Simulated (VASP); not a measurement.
# As (R-3m) in VASP: settings compared

The runs below take As through single point, with PBE, r2SCAN.

Program: VASP 6.6.1. These are calculated values, not measurements. Logs are shortened: lines on timing, memory, paths and dates and some standing lists are left out, and cuts for length are marked.

## Step 1: The cell of the first run

The structure is trigonal, space group R-3m (No. 166). The conventional cell has a = 3.759 Å, b = 3.759 Å, c = 10.457 Å, α = 90.00°, β = 90.00°, γ = 120.00°. As (site symmetry 3m) has 6 As at 2.52 to 3.10 Å within 3.3 Å.

## Step 2: Single point, PBE

File INCAR:

```
ALGO     = Normal         # electronic algorithm
EDIFF    = 1E-6           # SCF threshold, eV
ENCUT    = 520            # plane-wave cutoff, eV
GGA      = PE             # functional
ISIF     = 2              # what is computed and relaxed
ISMEAR   = -1             # smearing method
LASPH    = True           # aspherical terms in the spheres
LCHARG   = False          # write CHGCAR
LREAL    = False          # projectors in reciprocal space
LWAVE    = False          # write WAVECAR
NBANDS   = 12             # bands
NELM     = 80             # most SCF steps
PREC     = Accurate       # precision mode
SIGMA    = 0.05           # smearing width, eV
```

File KPOINTS:

```
k-points
0
Gamma
  13 13 13
```

File POSCAR:

```
As
1.0
    1.8797494575      1.0852738553      3.4857700000
   -1.8797494575      1.0852738553      3.4857700000
    0.0000000000     -2.1705477106      3.4857700000
As
2
Direct
    0.2275400000      0.2275400000      0.2275400000
    0.7724600000      0.7724600000      0.7724600000
```

Potentials or basis: VASP PAW PBE potentials, release 64 (As).

The run is started by

```bash
> cat potpaw_PBE.64/As/POTCAR > POTCAR
> mpirun -np 1 vasp_std > vasp.out
```

OUTCAR:

```text
EDIFF = 1E-6
   ENCUT = 520
   GGA = PE
   ISIF = 2
   ISMEAR = -1
   LASPH = True
   LREAL = False
   NELM = 80
   PREC = Accurate

 ion  position               nearest neighbor table
   1  0.228  0.228  0.228-   2 2.52   2 2.52   2 2.52
   2  0.772  0.772  0.772-   1 2.52   1 2.52   1 2.52

  LATTYP: Found a trigonal (rhomboedric) cell.
 ALAT       =     4.1063207202
 COS(alpha) =     0.5808936906

  Lattice vectors:

 A1 = (   1.8797494575,   1.0852738553,   3.4857700000)
 A2 = (  -1.8797494575,   1.0852738553,   3.4857700000)
 A3 = (   0.0000000000,  -2.1705477106,   3.4857700000)

Analysis of symmetry for initial positions (statically):
=====================================================================
 Subroutine PRICEL returns:
 Original cell was already a primitive cell.

 Routine SETGRP: Setting up the symmetry group for a
 trigonal (rhombohedral) supercell.

 Subroutine GETGRP returns: Found 12 space group operations
 (whereof 12 operations were pure point group operations)
 out of a pool of 12 trial point group operations.

The static configuration has the point symmetry D_3d.

Analysis of symmetry for dynamics (positions and initial velocities):
=====================================================================
 Subroutine PRICEL returns:
 Original cell was already a primitive cell.

 Routine SETGRP: Setting up the symmetry group for a
 trigonal (rhombohedral) supercell.

 Subroutine GETGRP returns: Found 12 space group operations
 (whereof 12 operations were pure point group operations)
 out of a pool of 12 trial point group operations.

The dynamic configuration has the point symmetry D_3d.

 Subroutine INISYM returns: Found 12 space group operations
 (whereof 12 operations are pure point group operations),
 and found     1 'primitive' translations

----------------------------------------------------------------------------------------

                                     Primitive cell

  volume of cell :      42.6667

  direct lattice vectors                    reciprocal lattice vectors
     1.879749457  1.085273855  3.485770000     0.265992895  0.153571070  0.095626887
    -1.879749457  1.085273855  3.485770000    -0.265992895  0.153571070  0.095626887
     0.000000000 -2.170547711  3.485770000     0.000000000 -0.307142139  0.095626887

  length of vectors
     4.106320720  4.106320720  4.106320720     0.321684310  0.321684310  0.321684310

  position of ions in fractional coordinates (direct lattice)
     0.227540000  0.227540000  0.227540000
     0.772460000  0.772460000  0.772460000

  ion indices of the primitive-cell ions
   primitive index   ion index
                 1           1
                 2           2

----------------------------------------------------------------------------------------

 KPOINTS: k-points

Automatic generation of k-mesh.
 Grid dimensions read from file:
 generate k-points for:   13   13   13

 Generating k-lattice:

  Cartesian coordinates                     Fractional coordinates (reciprocal lattice)
     0.020460992  0.011813159  0.007355914     0.076923077  0.000000000 -0.000000000
    -0.020460992  0.011813159  0.007355914     0.000000000  0.076923077 -0.000000000
     0.000000000 -0.023626318  0.007355914    -0.000000000 -0.000000000  0.076923077

  Length of vectors
     0.024744947  0.024744947  0.024744947

  Shift w.r.t. Gamma in fractional coordinates (k-lattice)
     0.000000000  0.000000000  0.000000000

 Subroutine IBZKPT returns following result:
 ===========================================

 Found    231 irreducible k-points:

 Following reciprocal coordinates:
            Coordinates               Weight
  0.000000  0.000000  0.000000      1.000000
  0.076923  0.000000  0.000000      6.000000
  0.153846  0.000000  0.000000      6.000000
  0.230769  0.000000  0.000000      6.000000
  0.307692  0.000000  0.000000      6.000000
  0.384615  0.000000  0.000000      6.000000
[... 16 lines left out ...]
  0.384615  0.153846  0.000000     12.000000
  0.461538  0.153846  0.000000     12.000000
 [... further k-points ...]
   k-points           NKPTS =    231   k-points in BZ     NKDIM =    231   number of bands    NBANDS=     12
   number of dos      NEDOS =    301   number of ions     NIONS =      2
   total plane-waves  NPLWV =  32768
   dimension x,y,z NGX =    32 NGY =   32 NGZ =   32
   dimension x,y,z NGXF=    64 NGYF=   64 NGZF=   64
   ions per type =               2
   NGX,Y,Z   is equivalent  to a cutoff of  12.96, 12.96, 12.96 a.u.
   NGXF,Y,Z  is equivalent  to a cutoff of  25.91, 25.91, 25.91 a.u.
 SYSTEM =  unknown system
   PREC   = accura    normal or accurate (medium, high low for compatibility)
   ISTART =      0    job   : 0-new  1-cont  2-samecut
   ICHARG =      2    charge: 1-file 2-atom 10-const
   ISPIN  =      1    spin polarized calculation?
   LNONCOLLINEAR =      F non collinear calculations
   LSORBIT =      F    spin-orbit coupling
   LASPH  =      T    aspherical Exc in radial PAW
   ENCUT  =  520.0 eV  38.22 Ry    6.18 a.u.   7.64  7.64  7.64*2*pi/ulx,y,z
   NELM   =     80;   NELMIN=  2; NELMDL= -5     # of ELM steps
   EDIFF  = 0.1E-05   stopping-criterion for ELM
   LREAL  =      F    real-space projection
   EDIFFG = 0.1E-04   stopping-criterion for IOM
   NSW    =      0    number of steps for IOM
   IBRION =     -1    ionic relax: 0-MD 1-quasi-New 2-CG
   NFREE  =      0    steps in history (QN), initial steepest desc. (CG)
   ISIF   =      2    stress and relaxation
   ISYM   =      2    0-nonsym 1-usesym 2-fastsym
   POTIM  = 0.5000    time-step for ionic-motion
   TEBEG  =    0.0;   TEEND  =   0.0 temperature during run
   PSTRESS=    0.0 pullay stress
   NELECT =      10.0000    total number of electrons
   NUPDOWN=      -1.0000    fix difference up-down
   EMIN   =  10.00;   EMAX   =-10.00  energy-range for DOS
   EFERMI =   0.00;   METHOD = LEGACY
   ISMEAR =    -1;   SIGMA  =   0.05  broadening in eV -4-tet -1-fermi 0-gaus
   EFERMI_NEDOS =   21; number of points for ismear=-14 and -15
   IALGO  =     38    algorithm
   IMIX   =      4    mixing-type and parameters
     AMIX     =   0.40;   BMIX     =  1.00
     AMIX_MAG =   1.60;   BMIX_MAG =  1.00
  volume/ion in A,a.u.               =      21.33       143.96
  Fermi-wavevector in a.u.,A,eV,Ry     =   1.009358  1.907409 13.861654  1.018803
  Thomas-Fermi vector in A             =   2.142281
   LORBIT       =      0    0 simple, 1 ext, 2 COOP (PROOUT), +10 PAW based schemes
   GGA     = PE    functional components
   LHFCALC =     F    Hartree Fock is set to
   AEXX    =    0.0000 exact exchange contribution
   IVDW    =     0    specifies the selected vdW correction
   LEPSILON=     F    determine dielectric tensor
   LRPA    =     F    only Hartree local field effects (RPA)
 non-spin polarized calculation
  energy-cutoff  :      520.00
  volume of cell :       42.67
 maximum number of plane-waves:      1163
   NGX = 15   NGY = 15   NGZ = 15

 number of electron      10.0000000 magnetization

 Free energy of the ion-electron system (eV)
  ---------------------------------------------------
  ext. energy  EPLUGINS =         0.00000000
  ---------------------------------------------------
  free energy    TOTEN  =        -9.31759666 eV

  energy without entropy =       -9.31665000  energy(sigma->0) =       -9.31712333

 E-fermi :   5.6481     XC(G=0): -10.0144

 val. band max:        5.6048849429   @ k =   0.4615   0.0769   0.0769
 cond. band min:       5.7082850353   @ k =   0.3846   0.1538   0.1538
 fundamental gap:      0.1034000924
 Fermi energy:         5.6480660899

 k-point     1 :       0.0000    0.0000    0.0000
  band No.  band energies     occupation
      1      -9.5299      2.00000
      2      -0.1952      2.00000
      3       3.0240      2.00000
      4       3.5440      2.00000
      5       3.5440      2.00000
      6       7.3185      0.00000
      7       8.5212      0.00000
      8       8.5212      0.00000
      9      12.3441      0.00000
     10      12.3441      0.00000
     11      12.7746      0.00000
     12      14.2563      0.00000

 k-point     2 :       0.0769    0.0000    0.0000
  band No.  band energies     occupation
      1      -9.4500      2.00000
      2      -0.4896      2.00000
      3       3.0678      2.00000
      4       3.4862      2.00000
      5       3.5056      2.00000
      6       7.4771      0.00000
      7       8.3445      0.00000
      8       8.4480      0.00000
      9      11.7951      0.00000
     10      12.2375      0.00000
     11      12.3335      0.00000
     12      14.8211      0.00000

 k-point     3 :       0.1538    0.0000    0.0000
  band No.  band energies     occupation
      1      -9.2116      2.00000
      2      -1.2547      2.00000
      3       2.9827      2.00000
      4       3.3381      2.00000
      5       3.6577      2.00000
      6       7.4719      0.00000
      7       8.0523      0.00000
      8       8.1892      0.00000
      9      11.2486      0.00000
     10      11.9807      0.00000
     11      12.3745      0.00000
     12      16.0711      0.00000

 k-point     4 :       0.2308    0.0000    0.0000
  band No.  band energies     occupation
      1      -8.8182      2.00000
      2      -2.2796      2.00000
      3       2.8372      2.00000
      4       3.1533      2.00000
      5       3.9794      2.00000
      6       6.9668      0.00000
      7       7.6097      0.00000
      8       7.7780      0.00000
      9      11.5455      0.00000
     10      12.0937      0.00000
     11      13.0214      0.00000
     12      17.5635      0.00000

 k-point     5 :       0.3077    0.0000    0.0000
  band No.  band energies     occupation
      1      -8.2782      2.00000
      2      -3.3978      2.00000
      3       2.7717      2.00000
      4       2.9814      2.00000
      5       4.3235      2.00000
      6       6.3779      0.00000
      7       6.9313      0.00000
      8       7.3526      0.00000
      9      12.1315      0.00000
     10      13.0461      0.00000
     11      14.0904      0.00000
     12      18.1410      0.00000
[... 228 lines left out ...]
      1      -8.8752      2.00000
      2      -1.9160      2.00000
      3       1.9806      2.00000
      4       2.6300      2.00000
      5       4.4526      2.00000
      6       6.8522      0.00000
      7       8.0498      0.00000
      8       9.1227      0.00000
      9      10.9325      0.00000
     10      12.9923      0.00000
     11      13.8853      0.00000
     12      15.3239      0.00000

 k-point    22 :       0.3077    0.1538    0.0000
  band No.  band energies     occupation
      1      -8.4573      2.00000
      2      -2.7328      2.00000
      3       1.7574      2.00000
      4       2.2911      2.00000
      5       4.1246      2.00000
      6       7.1511      0.00000
      7       8.3251      0.00000
      8       8.7109      0.00000
      9      10.5859      0.00000
     10      13.7303      0.00000
     11      14.7069      0.00000
     12      16.4511      0.00000

 k-point    23 :       0.3846    0.1538    0.0000
  band No.  band energies     occupation
      1      -7.8999      2.00000
      2      -3.6891      2.00000
      3       1.5961      2.00000
      4       2.0505      2.00000
      5       3.8511      2.00000
      6       7.3811      0.00000
      7       8.0203      0.00000
      8       8.4498      0.00000
      9      11.0518      0.00000
     10      14.4189      0.00000
     11      15.9811      0.00000
     12      17.0786      0.00000

 k-point    24 :       0.4615    0.1538    0.0000
  band No.  band energies     occupation
      1      -7.2302      2.00000
      2      -4.6635      2.00000
      3       1.3669      2.00000
      4       2.1065      2.00000
      5       3.7125      2.00000
      6       7.2523      0.00000
      7       7.4227      0.00000
      8       8.5157      0.00000
      9      12.2103      0.00000
     10      15.2062      0.00000
     11      15.8030      0.00000
     12      17.5714      0.00000

 [... further k-points ...]
[... 5 lines left out ...]
  --------------------------------------------------------------------------------------
  -------------------------------------------------------------------------------------
  Total        1.1411531      1.1411531      0.8432507      0.0000000      0.0000000      0.0000000
  in kB       42.8514195     42.8514195     31.6648933      0.0000000      0.0000000      0.0000000
  external PRESSURE =      39.1225774 kB  Pullay stress =       0.0000000 kB

 VOLUME and BASIS-vectors are now :
 -----------------------------------------------------------------------------
  energy-cutoff  :      520.00
  volume of cell :       42.67
      direct lattice vectors                 reciprocal lattice vectors
     1.879749457  1.085273855  3.485770000     0.265992895  0.153571070  0.095626887
    -1.879749457  1.085273855  3.485770000    -0.265992895  0.153571070  0.095626887
     0.000000000 -2.170547711  3.485770000     0.000000000 -0.307142139  0.095626887

 POSITION                                       TOTAL-FORCE (eV/Angst)
 -----------------------------------------------------------------------------------
      0.00000      0.00000      2.37946         0.000000     -0.000000      0.283360
      0.00000      0.00000      8.07785         0.000000      0.000000     -0.283360
 -----------------------------------------------------------------------------------
    total drift:                               -0.000000      0.000000     -0.000000

  FREE ENERGIE OF THE ION-ELECTRON SYSTEM (eV)
  ---------------------------------------------------
  free  energy   TOTEN  =        -9.3175966622 eV

  energy  without entropy=       -9.3166500022  energy(sigma->0) =       -9.31712333
```

Run time: 54 s. Hardware: 1 thread of Intel Xeon Platinum 8259CL at 2.50GHz (Skylake/Cascade Lake), shared host; peak memory 0.24 GiB.

What came out:

- Free energy: -9.3176 eV
- Pressure: 3.9 GPa
- Largest force: 0.283 eV/Å
- Band gap on the k mesh: zero (band 5 reaches 5.80 eV, above the bottom of band 6 at 5.43 eV)

Forces on the atoms (eV/Å):
```
As   0.000  0.000  0.283
As   0.000  0.000 -0.283
```

Stress tensor (GPa, compression positive):
```
4.29 0.00 0.00
0.00 4.29 0.00
0.00 0.00 3.17
```

Levels at points of the mesh, in eV from the Fermi level:
| k point | band 1 | band 2 | band 3 | band 4 | band 5 | band 6 | band 7 | band 8 | band 9 | band 10 |
| --- | --- | --- | --- | --- | --- | --- | --- | --- | --- | --- |
| (0.00, 0.00, 0.00) | -15.18 | -5.84 | -2.62 | -2.10 | -2.10 | 1.67 | 2.87 | 2.87 | 6.70 | 6.70 |

## Step 3: Single point, PBE

File INCAR:

```
PREC     = Accurate       # precision mode
ENCUT    = 520            # plane-wave cutoff, eV
EDIFF    = 1E-6           # SCF threshold, eV
ISMEAR   = -1             # smearing method
SIGMA    = 0.05           # smearing width, eV
LREAL    = False          # projectors in reciprocal space
LASPH    = True           # aspherical terms in the spheres
NELM     = 60             # most SCF steps
ALGO     = Normal         # electronic algorithm
ISIF     = 2              # what is computed and relaxed
LWAVE    = False          # write WAVECAR
LCHARG   = True           # write CHGCAR
GGA      = PE             # functional
LELF     = True           # ELF
LVHAR    = True         
NBANDS   = 12             # bands
```

File KPOINTS:

```
regular mesh
0
Gamma
  18 18 18
```

POSCAR is that of step 2.

Potentials or basis: VASP PAW PBE potentials, release 64 (As).

The run is started by

```bash
> cat potpaw_PBE.64/As/POTCAR > POTCAR
> mpirun -np 1 vasp_std > vasp.out
```

It took 2.3 min on 1 thread of Intel Xeon 6975P-C, shared host; peak memory 0.37 GiB.

The run converged. Its results:

```yaml
Free_energy: -9.3155 eV
Pressure: 3.9 GPa
Largest_force: 0.271 eV/Å
Band_gap_on_the_k_mesh: zero (band 5 reaches 5.76 eV, above the bottom of band 6 at 5.25 eV)
```

Forces in eV/Å, atoms in the order of the input:
```
As   0.000  0.000  0.271
As   0.000  0.000 -0.271
```

Stress tensor (GPa, compression positive):
```
4.28 0.00 0.00
0.00 4.28 0.00
0.00 0.00 3.26
```

Levels at points of the mesh, in eV from the Fermi level:
```csv
k point,band 2,band 3,band 4,band 5,band 6,band 7,band 8,band 9
"(0.00, 0.00, 0.00)",-5.85,-2.63,-2.11,-2.11,1.67,2.87,2.87,6.69
"(0.50, 0.00, 0.00)",-11.24,-2.87,-2.83,-0.44,-0.40,0.18,1.17,8.96
"(0.50, 0.50, 0.00)",-9.78,-6.17,-4.37,-4.25,1.41,5.41,6.74,7.28
"(0.50, 0.50, 0.50)",-10.20,-1.82,-1.82,-0.66,0.60,0.60,1.72,8.03
```

## Step 4: Single point, r2SCAN

POSCAR is that of step 3.

File INCAR.step1:

```
SYSTEM = As
ALGO = Normal ; EDIFF = 1E-5
ENCUT = 550 ; GGA = PE
GGA_COMPAT = .FALSE. ; ISMEAR = -1
LASPH = .TRUE. ; LCHARG = .FALSE.
LREAL = .FALSE. ; LWAVE = .TRUE.
NBANDS = 12 ; NELM = 120
PREC = Accurate ; SIGMA = 0.05
```

File INCAR.step2:

```
SYSTEM = As
ALGO = Normal ; EDIFF = 1E-6
ENCUT = 550 ; GGA_COMPAT = .FALSE.
ISIF = 2 ; ISMEAR = -1
ISTART = 1 ; LASPH = .TRUE.
LCHARG = .FALSE. ; LMIXTAU = .TRUE.
LREAL = .FALSE. ; LWAVE = .FALSE.
METAGGA = R2SCAN ; NBANDS = 12
NELM = 120 ; PREC = Accurate
SIGMA = 0.05
```

File KPOINTS:

```
k-points
0
G
  13 13 13
  0 0 0
```

The run is started by

```bash
> cat potpaw_PBE.64/As/POTCAR > POTCAR
> cp INCAR.step1 INCAR
> mpirun -np 1 vasp_std > vasp.out
> cp INCAR.step2 INCAR
> mpirun -np 1 vasp_std > vasp.out
```

It took 4.9 min on 1 thread of Intel Xeon 6975P-C, shared host; peak memory 0.26 GiB.

Results (log left out):

```yaml
Free_energy: -29.3748 eV
Pressure: 1.8 GPa
Largest_force: 0.015 eV/Å
Band_gap_on_the_k_mesh: zero (band 5 reaches 5.79 eV, above the bottom of band 6 at 5.42 eV)
```

Forces in eV/Å, atoms in the order of the input:
```
As   0.000  0.000 -0.015
As   0.000  0.000  0.015
```

Levels at points of the mesh, in eV from the Fermi level:
```csv
k point,band 3,band 4,band 5,band 6,band 7,band 8
"(0.00, 0.00, 0.00)",-2.90,-2.41,-2.41,1.71,2.89,2.89
```

Caveat: the PAW data sets were made with another functional, which shifts forces and pressure a little.

## Step 5: Summary

| level | k mesh | cutoff (eV) | gap on the mesh (eV) | pressure (GPa) | largest force (eV/Å) |
| --- | --- | --- | --- | --- | --- |
| PBE | 13 × 13 × 13 | 520 | none | 3.9 | 0.28 |
| PBE | 18 × 18 × 18 | 520 | none | 3.9 | 0.27 |
| r2SCAN | 13 × 13 × 13 | 550 | none | 1.8 | 0.01 |

Alike in all rows: task single point; potentials or basis VASP PAW PBE potentials, release 64 (As); no spin polarisation; cell as given; smearing fermi-dirac 0.05 eV.

Every run on the cell as given and a fine mesh finds a metal. The pressure there spans 1.8 GPa (r2SCAN) to 3.9 GPa (PBE); a positive pressure means that this level wants a larger cell, a negative one a smaller.

Caveats: the PAW data sets were made with another functional, which shifts forces and pressure a little (some runs).

Total energies depend on the potentials used, so only differences within one code and one set of settings carry meaning.
